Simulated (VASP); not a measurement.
**HoO: relaxation of cell and atoms with PBE**

Crystal: HoO.

```xyz
2
Lattice="3.2504 0.0000 0.0000 -1.6252 2.8149 0.0000 0.0000 0.0000 3.0791" Properties=species:S:1:pos:R:3 pbc="T T T"
Ho    0.0000    0.0000    0.0000
O     1.6252    0.9383    1.5395
```

The cell was built from a structure type or drawn by symmetry, and may not be a known phase.

```json
{
 "Program": "VASP 6.6.1",
 "Task": "relaxation of cell and atoms",
 "Functional": "PBE",
 "Potentials or basis": "VASP PAW PBE potentials, release 64 (Ho_3, O), 4f in core",
 "Cutoff": "600 eV",
 "k mesh": "18 × 18 × 18",
 "Occupations": "gaussian, width 0.1 eV",
 "Spin": "no spin polarisation",
 "Dipole correction": "no",
 "Mended": "yes",
 "Further INCAR settings": "ALGO = Normal; EDIFF = 1e-07; IBRION = 2; EDIFFG = -0.01; NSW = 100; ISIF = 3"
}
```

| Property | Result |
| --- | --- |
| Relaxed volume | 14.17 Å³/atom |
| Relaxed cell | a = 3.246 Å, b = 3.246 Å, c = 3.106 Å, α = 90.00°, β = 90.00°, γ = 120.00° |
| Space group after relaxing (to 0.1 Å) | P-6m2 (No. 187) |
| Energy gained by relaxing | 0.8 meV/atom |
| Ionic steps | 4 |
| Pressure after relaxing | 0.0 GPa |
| Band gap on the k mesh | zero (an odd number of electrons rules out a gap without spin polarisation) |

Step by step:
```csv
step,energy change (eV),largest force (eV/Å),pressure (GPa),volume (Å³)
1,0.0000,0.0000,0.90,28.17
2,-0.0012,0.0000,-0.71,28.49
3,-0.0014,0.0000,-0.33,28.41
4,-0.0016,0.0000,0.01,28.34
```

Final structure:
```yaml
crystal:
  lattice:
    - [3.24589, 0.00000, 0.00000]
    - [-1.62294, 2.81102, 0.00000]
    - [0.00000, 0.00000, 3.10551]
  atoms:
    - { symbol: Ho, position: [0.00000, 0.00000, 0.00000] }
    - { symbol: O, position: [0.66667, 0.33333, 0.50000] }
```

Levels at points of the mesh, in eV from the Fermi level:
```csv
k point,band 4,band 5,band 6,band 7,band 8,band 9,band 10,band 11
"(0.00, 0.00, 0.00)",-20.21,-5.12,-5.12,-4.40,-2.12,-0.17,3.55,3.55
"(0.50, 0.00, 0.00)",-19.07,-7.10,-5.37,-4.62,-1.39,3.07,5.25,5.34
"(0.00, 0.00, 0.50)",-18.65,-7.68,-4.88,-4.88,1.62,1.97,1.97,4.10
"(0.50, 0.00, 0.50)",-19.61,-6.42,-5.98,-5.78,0.54,2.68,6.10,7.15
```

It took 2.6 min on 1 thread of Intel(R) Xeon(R) 6975P-C (Granite Rapids) (shared host), peak memory 0.31 GiB.

Caveat: spin-orbit coupling is left out, which moves the levels of the heavy elements; the 4f electrons are frozen in the core, so they carry no moment and show no levels; an odd number of electrons without spin polarisation forces a metal; a magnetic or distorted state may lie lower; the run has no spin polarisation, though such a crystal can be magnetic. With open d or f shells a metallic result of PBE can be an artefact of self-interaction; +U or a hybrid may open a gap.
